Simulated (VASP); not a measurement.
Set up this calculation in VASP 6.6.1, as the native input.

```
Task                   : single point
Functional             : PBE
Potentials or basis    : VASP PAW PBE potentials, release 64 (Nb_sv, Sn_d, Se)
Cutoff                 : 500 eV
k mesh                 : 2 × 2 × 3
Occupations            : gaussian, width 0.15 eV
Spin                   : no spin polarisation
Dipole correction      : no
Further INCAR settings : ALGO = Normal; EDIFF = 1e-06; NBANDS = 34
```

The structure of NbSnSe4 lies in POSCAR:

```
NbSnSe4
1.0
    7.8405186369      0.0000000000      0.0000000000
    0.0000000000      7.8405186369      0.0000000000
    0.0000000000      0.0000000000      2.6462702925
Nb Sn Se
1 1 4
Direct
    0.5000000000      0.5000000000      0.0000000000
    0.0000000000      0.0000000000      0.0000000000
    0.3351836749      0.0000000000      0.5000000000
    0.6648163251      0.0000000000      0.5000000000
    0.0000000000      0.6648163251      0.5000000000
    0.0000000000      0.3351836749      0.5000000000
```

One way to write it, as run:

INCAR

```
SYSTEM = NbSnSe4
PREC = Accurate
ENCUT = 500
EDIFF = 1E-6
ISMEAR = 0
SIGMA = 0.15
LREAL = .FALSE.
LASPH = .TRUE.
NELM = 120
ALGO = Normal
ISIF = 2
LWAVE = .FALSE.
LCHARG = .FALSE.
GGA = PE
NBANDS = 34
GGA_COMPAT = .FALSE.
```

KPOINTS

```
Automatic mesh
0
G
  2 2 3
  0 0 0
```

Potentials or basis: VASP PAW PBE potentials, release 64 (Nb_sv, Sn_d, Se).

Run with:

```console
$ cat potpaw_PBE.64/Nb_sv/POTCAR potpaw_PBE.64/Sn_d/POTCAR potpaw_PBE.64/Se/POTCAR > POTCAR
$ mpirun -np 1 vasp_std > vasp.out
```

Results of the run:

| Item | Value |
| --- | --- |
| Pressure | 0.4 GPa |
| Largest force | 0.016 eV/Å |

Caveat: the k points lie up to 0.79 Å⁻¹ apart.

Run time: 41 s on 1 thread of Intel Xeon 6975P-C, on a shared host, peak memory 0.26 GiB.
